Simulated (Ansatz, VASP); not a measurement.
**Two plane-wave programs on Si4GePt**

```
CELL_PARAMETERS angstrom
4.35527 0.00000 0.00000
-2.17763 3.77177 0.00000
0.00000 0.00000 5.93058
ATOMIC_POSITIONS crystal
Si 0.33333 0.66667 0.28405
Si 0.33333 0.66667 0.71595
Si 0.66667 0.33333 0.71595
Si 0.66667 0.33333 0.28405
Ge 0.00000 0.00000 0.00000
Pt 0.00000 0.00000 0.50000
```

Alike in both runs: functional PBE; k mesh 6 × 6 × 4; occupations gaussian, width 0.1 eV; no spin polarisation.

Ansatz relaxed the structure, and its values are those at the end. VASP's run is a single point on that final structure, the one shown.

|  | VASP | Ansatz |
| --- | --- | --- |
| version | VASP 6.6.1 | Ansatz 0.2.0 |
| potentials or method | VASP PAW PBE potentials, release 64 (Si, Ge_d, Pt), cutoff 520 eV | scalar-relativistic, plane waves, PAW |
| valence electrons in the cell | 40 | 48 |

|  | VASP | Ansatz | Ansatz less VASP |
| --- | --- | --- | --- |
| gap on the k mesh at the Fermi level (eV) | none | none | - |
| pressure (GPa) | 0.0 | 0.0 | +0.07 |

A gap of «none» marks a metal or a gap that the smearing closes. With one functional, cell and mesh, what is left measures potentials, basis and numerics. VASP's potentials hold 40 valence electrons a cell and Ansatz's 48, so a difference there can come from the potentials and not from the codes.

Neither program's run includes spin-orbit coupling.
